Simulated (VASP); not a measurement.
# Os4C (Fd-3m) in VASP: further runs

The runs below take Os4C through single point, with PBE.

Everything below comes from runs of VASP 6.6.1. Logs are shortened: lines on timing, memory, paths and dates and some standing lists are left out, and cuts for length are marked.

### 1 The cell of the first run

Symmetry: Fd-3m, No. 227, cubic system. Conventional cell: a = 8.167 Å, b = 8.167 Å, c = 8.167 Å, α = 90.00°, β = 90.00°, γ = 90.00°. Os (site symmetry 3m) has 1 C at 1.95 Å and 3 Os at 2.59 Å within 2.6 Å. C (site symmetry -43m) has 4 Os at 1.95 Å within 2.6 Å.

### 2 Single point, PBE

Contents of INCAR:

```
SYSTEM = Os4C
ALGO = Normal
EDIFF = 1E-6
ENCUT = 520
GGA = PE
ISIF = 2
ISMEAR = 0
LASPH = .TRUE.
LCHARG = .FALSE.
LREAL = .FALSE.
LWAVE = .FALSE.
NBANDS = 47
NELM = 100
PREC = Accurate
SIGMA = 0.1
```

Contents of KPOINTS:

```
k-points
0
G
  4 4 4
  0 0 0
```

Contents of POSCAR:

```
Os4C
1.0
    0.0000000000      4.0832968867      4.0832968867
    4.0832968867      0.0000000000      4.0832968867
    4.0832968867      4.0832968867      0.0000000000
Os C
8 2
Direct
    0.3878453985      0.3878453985      0.3878453985
    0.3878453985      0.3878453985      0.8364638045
    0.3878453985      0.8364638045      0.3878453985
    0.8621546015      0.8621546015      0.4135361955
    0.8621546015      0.8621546015      0.8621546015
    0.8364638045      0.3878453985      0.3878453985
    0.8621546015      0.4135361955      0.8621546015
    0.4135361955      0.8621546015      0.8621546015
    0.0000000000      0.0000000000      0.0000000000
    0.2500000000      0.2500000000      0.2500000000
```

Potentials or basis: VASP PAW PBE potentials, release 64 (Os, C).

Launch:

```bash
cat potpaw_PBE.64/Os/POTCAR potpaw_PBE.64/C/POTCAR > POTCAR
mpirun -np 1 vasp_std > vasp.out
```

OUTCAR:

```text
SYSTEM = Os4C
   EDIFF = 1E-6
   ENCUT = 520
   GGA = PE
   ISIF = 2
   ISMEAR = 0
   LASPH = .TRUE.
   LREAL = .FALSE.
   NELM = 100
   PREC = Accurate

 ion  position               nearest neighbor table
   1  0.388  0.388  0.388-  10 1.95   3 2.59   6 2.59   2 2.59   7 2.89   8 2.89   4 2.89   8 2.89
                             4 2.89   7 2.89   2 3.18   6 3.18   3 3.18
   2  0.388  0.388  0.836-  10 1.95   3 2.59   6 2.59   1 2.59   8 2.89   7 2.89   5 2.89   5 2.89
                             8 2.89   7 2.89   6 3.18   1 3.18   3 3.18
   3  0.388  0.836  0.388-  10 1.95   2 2.59   6 2.59   1 2.59   4 2.89   8 2.89   5 2.89   5 2.89
                             4 2.89   8 2.89   6 3.18   1 3.18   2 3.18
   4  0.862  0.862  0.414-   9 1.95   7 2.59   8 2.59   5 2.59   3 2.89   6 2.89   1 2.89   1 2.89
                             6 2.89   3 2.89   8 3.18   7 3.18   5 3.18
   5  0.862  0.862  0.862-   9 1.95   7 2.59   8 2.59   4 2.59   3 2.89   6 2.89   2 2.89   3 2.89
                             2 2.89   6 2.89   4 3.18   7 3.18   8 3.18
   6  0.836  0.388  0.388-  10 1.95   2 2.59   3 2.59   1 2.59   4 2.89   7 2.89   5 2.89   5 2.89
                             4 2.89   7 2.89   2 3.18   3 3.18   1 3.18
   7  0.862  0.414  0.862-   9 1.95   5 2.59   8 2.59   4 2.59   2 2.89   6 2.89   1 2.89   1 2.89
                             2 2.89   6 2.89   8 3.18   4 3.18   5 3.18
   8  0.414  0.862  0.862-   9 1.95   5 2.59   7 2.59   4 2.59   2 2.89   3 2.89   1 2.89   1 2.89
                             2 2.89   3 2.89   7 3.18   4 3.18   5 3.18
   9  0.000  0.000  0.000-   5 1.95   7 1.95   8 1.95   4 1.95
  10  0.250  0.250  0.250-   1 1.95   3 1.95   6 1.95   2 1.95

  LATTYP: Found a face centered cubic cell.
 ALAT       =     8.1665937734

  Lattice vectors:

 A1 = (   0.0000000000,   4.0832968867,   4.0832968867)
 A2 = (   4.0832968867,   0.0000000000,   4.0832968867)
 A3 = (   4.0832968867,   4.0832968867,   0.0000000000)

Analysis of symmetry for initial positions (statically):
=====================================================================
 Subroutine PRICEL returns:
 Original cell was already a primitive cell.

 Routine SETGRP: Setting up the symmetry group for a
 face centered cubic supercell.

 Subroutine GETGRP returns: Found 48 space group operations
 (whereof 24 operations were pure point group operations)
 out of a pool of 48 trial point group operations.

The static configuration has the point symmetry T_d .
 The point group associated with its full space group is O_h .

Analysis of symmetry for dynamics (positions and initial velocities):
=====================================================================
 Subroutine PRICEL returns:
 Original cell was already a primitive cell.

 Routine SETGRP: Setting up the symmetry group for a
 face centered cubic supercell.
[... 120 lines left out ...]
   ISMEAR =     0;   SIGMA  =   0.10  broadening in eV -4-tet -1-fermi 0-gaus
   EFERMI_NEDOS =   21; number of points for ismear=-14 and -15
   IALGO  =     38    algorithm
   IMIX   =      4    mixing-type and parameters
     AMIX     =   0.40;   BMIX     =  1.00
     AMIX_MAG =   1.60;   BMIX_MAG =  1.00
  volume/ion in A,a.u.               =      13.62        91.89
  Fermi-wavevector in a.u.,A,eV,Ry     =   1.323827  2.501671 23.844469  1.752519
  Thomas-Fermi vector in A             =   2.453407
   LORBIT       =      0    0 simple, 1 ext, 2 COOP (PROOUT), +10 PAW based schemes
   GGA     = PE    functional components
   LHFCALC =     F    Hartree Fock is set to
   AEXX    =    0.0000 exact exchange contribution
   IVDW    =     0    specifies the selected vdW correction
   LEPSILON=     F    determine dielectric tensor
   LRPA    =     F    only Hartree local field effects (RPA)
 non-spin polarized calculation
 Gauss-broadening in eV      SIGMA  =   0.10
  energy-cutoff  :      520.00
  volume of cell :      136.16
 maximum number of plane-waves:      3695
 NGX is ok and might be reduce to    48
   NGX = 21   NGY = 21   NGZ = 21

 number of electron      72.0000001 magnetization

 Free energy of the ion-electron system (eV)
  ---------------------------------------------------
  ext. energy  EPLUGINS =         0.00000000
  ---------------------------------------------------
  free energy    TOTEN  =      -101.53446075 eV

  energy without entropy =     -101.51021633  energy(sigma->0) =     -101.52233854

 E-fermi :   7.9183     XC(G=0): -13.3410

 val. band max:        7.8845103940   @ k =   0.2500   0.0000   0.0000
 cond. band min:       8.0030238805   @ k =  -0.2500   0.2500   0.0000
 fundamental gap:      0.1185134865
 Fermi energy:         7.9183176754

 k-point     1 :       0.0000    0.0000    0.0000
  band No.  band energies     occupation
      1      -5.4329      2.00000
      2      -4.6029      2.00000
      3       0.1629      2.00000
      4       0.4182      2.00000
      5       0.4182      2.00000
      6       0.4182      2.00000
[... 389 lines left out ...]
     46      10.9967      0.00000
     47      11.1533      0.00000

------------------------ aborting loop because EDIFF is reached ----------------------------------------

  FORCE on cell =-STRESS in cart. coord.  units (eV):
  Direction    XX          YY          ZZ          XY          YZ          ZX
  --------------------------------------------------------------------------------------
  -------------------------------------------------------------------------------------
  Total        0.9033281      0.9033281      0.9033281      0.0000000     -0.0000000     -0.0000000
  in kB       10.6290207     10.6290207     10.6290207      0.0000000     -0.0000000     -0.0000000
  external PRESSURE =      10.6290207 kB  Pullay stress =       0.0000000 kB

 VOLUME and BASIS-vectors are now :
 -----------------------------------------------------------------------------
  energy-cutoff  :      520.00
  volume of cell :      136.16
      direct lattice vectors                 reciprocal lattice vectors
     0.000000000  4.083296887  4.083296887    -0.122450073  0.122450073  0.122450073
     4.083296887  0.000000000  4.083296887     0.122450073 -0.122450073  0.122450073
     4.083296887  4.083296887  0.000000000     0.122450073  0.122450073 -0.122450073

 POSITION                                       TOTAL-FORCE (eV/Angst)
 -----------------------------------------------------------------------------------
      3.16738      3.16738      3.16738         0.101245      0.101245      0.101245
      4.99922      4.99922      3.16738        -0.101245     -0.101245      0.101245
      4.99922      3.16738      4.99922        -0.101245      0.101245     -0.101245
      5.20902      5.20902      7.04087         0.101245      0.101245     -0.101245
      7.04087      7.04087      7.04087        -0.101245     -0.101245     -0.101245
      3.16738      4.99922      4.99922         0.101245     -0.101245     -0.101245
      5.20902      7.04087      5.20902         0.101245     -0.101245      0.101245
      7.04087      5.20902      5.20902        -0.101245      0.101245      0.101245
      0.00000      0.00000      0.00000        -0.000000     -0.000000     -0.000000
      2.04165      2.04165      2.04165        -0.000000     -0.000000     -0.000000
 -----------------------------------------------------------------------------------
    total drift:                                0.000000      0.000000      0.000000

  FREE ENERGIE OF THE ION-ELECTRON SYSTEM (eV)
  ---------------------------------------------------
  free  energy   TOTEN  =      -101.5344607490 eV

  energy  without entropy=     -101.5102163316  energy(sigma->0) =     -101.52233854
```

OSZICAR:

```text
N       E                     dE             d eps       ncg     rms          rms(c)
DAV:   1     0.566863602746E+03    0.56686E+03   -0.33725E+04   752   0.148E+03
DAV:   2    -0.442574067833E+02   -0.61112E+03   -0.58594E+03   752   0.506E+02
DAV:   3    -0.108672717191E+03   -0.64415E+02   -0.60183E+02  1088   0.111E+02
DAV:   4    -0.112457102590E+03   -0.37844E+01   -0.37160E+01  1008   0.317E+01
DAV:   5    -0.112557897328E+03   -0.10079E+00   -0.10055E+00  1003   0.461E+00    0.543E+01
DAV:   6    -0.102670691355E+03    0.98872E+01   -0.63367E+01  1208   0.316E+01    0.155E+01
DAV:   7    -0.101664487861E+03    0.10062E+01   -0.78980E+00   913   0.144E+01    0.113E+01
DAV:   8    -0.101642549313E+03    0.21939E-01   -0.22834E+00  1050   0.601E+00    0.359E+00
DAV:   9    -0.101534774449E+03    0.10777E+00   -0.76888E-01  1138   0.340E+00    0.127E+00
DAV:  10    -0.101535341624E+03   -0.56718E-03   -0.77975E-02   977   0.172E+00    0.553E-01
DAV:  11    -0.101534503333E+03    0.83829E-03   -0.48795E-03  1081   0.315E-01    0.110E-01
DAV:  12    -0.101534465841E+03    0.37492E-04   -0.22030E-04  1032   0.712E-02    0.118E-02
DAV:  13    -0.101534461729E+03    0.41113E-05   -0.14567E-05   970   0.198E-02    0.123E-02
DAV:  14    -0.101534460311E+03    0.14185E-05   -0.29068E-06   736   0.838E-03    0.638E-03
DAV:  15    -0.101534460749E+03   -0.43839E-06   -0.63230E-07   523   0.528E-03
   1 F= -.10153446E+03 E0= -.10152234E+03  d E =-.242444E-01
```

Run time: 43 s. Hardware: 1 thread of Intel Xeon 6975P-C (Granite Rapids), shared host; peak memory 0.32 GiB.

What came out:

```yaml
Free_energy: -101.5345 eV
Pressure: 1.1 GPa
Largest_force: 0.175 eV/Å
Band_gap_on_the_k_mesh: zero (band 36 reaches 9.01 eV, above the bottom of band 37 at 7.42 eV)
```

Forces on the atoms (eV/Å):
```
Os   0.101  0.101  0.101
Os  -0.101 -0.101  0.101
Os  -0.101  0.101 -0.101
Os   0.101  0.101 -0.101
Os  -0.101 -0.101 -0.101
Os   0.101 -0.101 -0.101
Os   0.101 -0.101  0.101
Os  -0.101  0.101  0.101
C    0.000  0.000  0.000
C    0.000  0.000  0.000
```

Caveat: spin-orbit coupling is left out, which moves the levels of the heavy elements.

### 3 Single point, PBE

This run uses another cell than the first one, of 19.30 Å³/atom, 1.417 times its volume.

Contents of INCAR:

```
PREC = Accurate
ENCUT = 520
EDIFF = 1E-6
ISMEAR = 0
SIGMA = 0.1
LREAL = F
LASPH = T
NELM = 100
ALGO = Normal
ISIF = 2
LWAVE = F
LCHARG = F
GGA = PE
NBANDS = 47
```

Contents of KPOINTS:

```
Automatic mesh
0
Gamma
  4 4 4
```

Contents of POSCAR:

```
Os4C
1.0
    0.0000000000      4.5868040800      4.5868040800
    4.5868040800      0.0000000000      4.5868040800
    4.5868040800      4.5868040800      0.0000000000
Os C
8 2
Direct
    0.3761259900      0.3761259900      0.3761259900
    0.3761259900      0.3761259900      0.8716220300
    0.3761259900      0.8716220300      0.3761259900
    0.8738740100      0.8738740100      0.3783779700
    0.8738740100      0.8738740100      0.8738740100
    0.8716220300      0.3761259900      0.3761259900
    0.8738740100      0.3783779700      0.8738740100
    0.3783779700      0.8738740100      0.8738740100
    0.0000000000      0.0000000000      0.0000000000
    0.2500000000      0.2500000000      0.2500000000
```

Potentials or basis: VASP PAW PBE potentials, release 64 (Os, C).

Launch:

```bash
cat potpaw_PBE.64/Os/POTCAR potpaw_PBE.64/C/POTCAR > POTCAR
mpirun -np 1 vasp_std > vasp.out
```

Wall time 48 s (1 thread of Intel Xeon 6975P-C (Granite Rapids), shared host); peak memory 0.33 GiB.

It converged, with:

```
Free energy            : -88.1285 eV
Pressure               : -42.6 GPa
Largest force          : 0.821 eV/Å
Band gap on the k mesh : zero (band 36 reaches 4.62 eV, above the bottom of band 37 at 3.70 eV)
```

Forces in eV/Å, atoms in the order of the input:
```
Os   0.474  0.474  0.474
Os  -0.474 -0.474  0.474
Os  -0.474  0.474 -0.474
Os   0.474  0.474 -0.474
Os  -0.474 -0.474 -0.474
Os   0.474 -0.474 -0.474
Os   0.474 -0.474  0.474
Os  -0.474  0.474  0.474
C    0.000  0.000  0.000
C    0.000  0.000  0.000
```

Levels at points of the mesh, in eV from the Fermi level:
```
           k point  band 33  band 34  band 35  band 36  band 37  band 38  band 39  band 40
(0.00, 0.00, 0.00)     0.51     0.51     0.51     0.66     0.66     0.66     0.67     0.67
(0.50, 0.00, 0.00)    -0.46    -0.46    -0.23    -0.23     0.50     0.50     0.53     0.53
(0.50, 0.50, 0.00)    -0.54    -0.54    -0.54    -0.54    -0.27    -0.27     0.14     0.14
```

Caveat: spin-orbit coupling is left out, which moves the levels of the heavy elements.
